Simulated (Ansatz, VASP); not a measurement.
Given: the input of a run of VASP 6.6.1 on I.

Contents of POSCAR:

```
I
1.0
    3.6591087810     -2.4108815219      0.0000000000
    3.6591087810      2.4108815219      0.0000000000
    0.0000000000      0.0000000000      9.8582991087
I
4
Direct
    0.6493000000      0.3507000000      0.3844000000
    0.1493000000      0.8507000000      0.1156000000
    0.3507000000      0.6493000000      0.6156000000
    0.8507000000      0.1493000000      0.8844000000
```

File INCAR.step1:

```
SYSTEM = I
PREC = Accurate ; ENCUT = 520
ISMEAR = -1 ; SIGMA = 0.05
LREAL = .False. ; LASPH = .True.
NELM = 60 ; NBANDS = 22
GGA = PE ; ALGO = Normal
EDIFF = 1E-4 ; LWAVE = .True.
LCHARG = .False.
```

File INCAR.step2:

```
SYSTEM = I
PREC = Accurate ; ENCUT = 520
EDIFF = 1E-6 ; ISMEAR = -1
SIGMA = 0.05 ; LREAL = .False.
LASPH = .True. ; NELM = 60
ALGO = Normal ; ISIF = 2
LWAVE = .False. ; LCHARG = .True.
METAGGA = R2SCAN ; LMIXTAU = .True.
LELF = .True. ; LVHAR = .True.
NBANDS = 22 ; ISTART = 1
```

KPOINTS

```
regular mesh
0
Gamma
  7 7 3
  0 0 0
```

Potentials or basis: VASP PAW PBE potentials, release 64 (I).

The run is started by

```bash
$ cat potpaw_PBE.64/I/POTCAR > POTCAR
$ cp INCAR.step1 INCAR
$ mpirun -np 1 vasp_std > vasp.out
$ cp INCAR.step2 INCAR
$ mpirun -np 1 vasp_std > vasp.out
```

Translate it to Ansatz 0.2.0. Potentials there: Ansatz PAW.

As run (the cutoff follows the program's own potentials):

The input input.yaml:

```yaml
crystal:
  lattice:
    - [3.659108781, -2.4108815219, 0.0]
    - [3.659108781, 2.4108815219, 0.0]
    - [0.0, 0.0, 9.8582991087]
  atoms:
    - { symbol: I, position: [0.6493, 0.3507, 0.3844] }
    - { symbol: I, position: [0.1493, 0.8507, 0.1156] }
    - { symbol: I, position: [0.3507, 0.6493, 0.6156] }
    - { symbol: I, position: [0.8507, 0.1493, 0.8844] }
hamiltonian:
  xc: r2scan
  pseudopotentials: { kind: paw }
kpoints:
  mp_grid: { grid: [7, 7, 3] }
scf:
  occupations: { method: fermi_dirac, width: 0.05 }
output:
  forces: true
  stress: true
  eigenvalues: true
```

Potentials or basis: Ansatz PAW.

Run with:

```console
$ ansatz run input.yaml --threads 2 --pin off --max-ram 5632MiB --backend cpu --events-out ev --progress --plain --runs-dir out
```

Both were run:

|  | VASP | Ansatz | Ansatz less VASP |
| --- | --- | --- | --- |
| gap on the k mesh at the Fermi level (eV) | 1.52 | 1.53 | +0.011 |
| least direct gap on the mesh (eV) | 1.60 | 1.62 | +0.013 |
| pressure (GPa) | 0.6 | 0.7 | +0.05 |
| traceless stress, the component that is largest in VASP (GPa) | 0.41 | 0.45 | +0.035 |
| rms of the force components (eV/Å) | 0.267 | 0.273 | +0.0061 |

VASP's potentials were made for PBE, not for r2SCAN. Atom by atom the forces differ by 0.006 eV/Å (rms over components). VASP's potentials hold 28 valence electrons a cell and Ansatz's 68, so a difference there can come from the potentials and not from the codes.

Spin-orbit coupling is off throughout. Noted on Ansatz's run: odd divisions of the mesh miss points on the zone boundary, where band edges often lie, so the gap on the mesh can be too wide.
